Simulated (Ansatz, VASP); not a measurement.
**One calculation of GaP, two programs**

POSCAR

```
GaP
1.0
    0.0000000000      2.7253992985      2.7253992985
    2.7253992985      0.0000000000      2.7253992985
    2.7253992985      2.7253992985      0.0000000000
Ga P
1 1
Direct
    0.0000000000      0.0000000000      0.0000000000
    0.2500000000      0.2500000000      0.2500000000
```

File INCAR.step1:

```
SYSTEM = GaP
ALGO     = Normal         ! electronic algorithm
EDIFF    = 1E-5           ! SCF threshold, eV
ENCUT    = 520            ! plane-wave cutoff, eV
GGA      = PE             ! functional
ISIF     = 2              ! what is computed and relaxed
ISMEAR   = 0              ! smearing method
LASPH    = .TRUE.         ! aspherical terms in the spheres
LCHARG   = .FALSE.        ! write CHGCAR
LREAL    = .FALSE.        ! projectors in reciprocal space
LWAVE    = .TRUE.         ! write WAVECAR
NBANDS   = 16             ! bands
NELM     = 60             ! most SCF steps
PREC     = Accurate       ! precision mode
SIGMA    = 0.01           ! smearing width, eV
```

INCAR.step2

```
SYSTEM = GaP
AEXX     = 0.25           ! exact-exchange fraction
ALGO     = Normal         ! electronic algorithm
EDIFF    = 1E-6           ! SCF threshold, eV
ENCUT    = 520            ! plane-wave cutoff, eV
GGA      = PE             ! functional
ISIF     = 2              ! what is computed and relaxed
ISMEAR   = 0              ! smearing method
ISTART   = 1            
LASPH    = .TRUE.         ! aspherical terms in the spheres
LCHARG   = .FALSE.        ! write CHGCAR
LHFCALC  = .TRUE.         ! exact exchange
LREAL    = .FALSE.        ! projectors in reciprocal space
LWAVE    = .FALSE.        ! write WAVECAR
NBANDS   = 16             ! bands
NELM     = 60             ! most SCF steps
PREC     = Accurate       ! precision mode
PRECFOCK = Normal       
SIGMA    = 0.01           ! smearing width, eV
```

The input KPOINTS:

```
k-points
0
G
  6 6 6
  0 0 0
```

Input for Ansatz:

```yaml
crystal:
  lattice:
    - [0.0, 2.7253992985, 2.7253992985]
    - [2.7253992985, 0.0, 2.7253992985]
    - [2.7253992985, 2.7253992985, 0.0]
  atoms:
    - { symbol: Ga, position: [0.0, 0.0, 0.0] }
    - { symbol: P, position: [0.25, 0.25, 0.25] }
kpoints:
  mp_grid: { grid: [6, 6, 6] }
  band_path:
    path:
      - [0.0, 0.0, 0.0]
      - [-0.5, -0.5, 0.0]
      - [-0.375, -0.375, 0.25]
      - [-0.375, 0.0, 0.375]
      - [0.0, 0.0, 0.5]
      - [-0.5, -0.25, 0.25]
      - [-0.45, -0.45, 0.0]
    npoints: 1
hamiltonian:
  xc: pbe0
scf:
  occupations: { method: fixed }
  n_extra_bands: 4
output:
  forces: true
  stress: true
  eigenvalues: true
```

Alike in both runs: task single point; functional PBE0; k mesh 6 × 6 × 6; no spin polarisation.

|  | VASP | Ansatz |
| --- | --- | --- |
| version | VASP 6.6.1 | Ansatz 0.2.0 |
| potentials or method | VASP PAW PBE potentials, release 64 (Ga_d, P) | plane waves, PAW |
| plane-wave cutoff (eV) | 520 | 420 |
| occupations | gaussian, width 0.01 eV | fixed |
| valence electrons in the cell | 18 | 18 |

VASP gave:

| Item | Value |
| --- | --- |
| gap on the k mesh at the Fermi level (eV) | 2.98 |
| pressure (GPa) | 0.3 |

Q: Estimate Ansatz's values.

A: gap on the k mesh at the Fermi level (eV): 2.96; pressure (GPa): 0.5.

Ansatz's warnings: stress exchange threshold loose, stress scf threshold loose.
